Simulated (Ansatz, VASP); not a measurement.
# Be in VASP and in Ansatz

The input INCAR:

```
ALGO = Normal
EDIFF = 1E-6
ENCUT = 520
GGA = PE
ISIF = 2
ISMEAR = -1
LASPH = True
LCHARG = False
LREAL = False
LWAVE = False
NBANDS = 9
NELM = 60
PREC = Accurate
SIGMA = 0.1
```

KPOINTS

```
k-points
0
Gamma
  15 15 15
```

The input POSCAR:

```
Be
1.0
    0.0000000000      2.2544624798      2.2544624798
    2.2544624798      0.0000000000      2.2544624798
    2.2544624798      2.2544624798      0.0000000000
Be
2
Direct
   -0.1250000000     -0.1250000000     -0.1250000000
    0.1250000000      0.1250000000      0.1250000000
```

Input for Ansatz:

```yaml
crystal:
  lattice:
    - [0.0, 2.2544624798, 2.2544624798]
    - [2.2544624798, 0.0, 2.2544624798]
    - [2.2544624798, 2.2544624798, 0.0]
  atoms:
    - { symbol: Be, position: [-0.125, -0.125, -0.125] }
    - { symbol: Be, position: [0.125, 0.125, 0.125] }
kpoints:
  mp_grid: { grid: [15, 15, 15] }
scf:
  occupations: { method: fermi_dirac, width: 0.1 }
hamiltonian:
  xc: pbe
  pseudopotentials: { kind: nc }
output:
  forces: true
  stress: true
  eigenvalues: true
```

Change from the starting cell: volume scaled by 0.78, norm-conserving files.

Alike in both runs: task single point; functional PBE; k mesh 15 × 15 × 15; occupations fermi-dirac, width 0.1 eV; no spin polarisation.

```csv
,VASP,Ansatz
version,VASP 6.6.1,Ansatz 0.2.0
potentials or method,"VASP PAW PBE potentials, release 64 (Be)","norm-conserving pseudopotentials, scalar-relativistic"
plane-wave cutoff (eV),520,1800
valence electrons in the cell,4,8
```

|  | VASP | Ansatz | Ansatz less VASP |
| --- | --- | --- | --- |
| pressure (GPa) | 16.7 | 16.7 | +0.02 |

The functional is the same, so the differences come from potentials, cutoffs and numerics. VASP's potentials hold 4 valence electrons a cell and Ansatz's 8, so a difference there can come from the potentials and not from the codes.
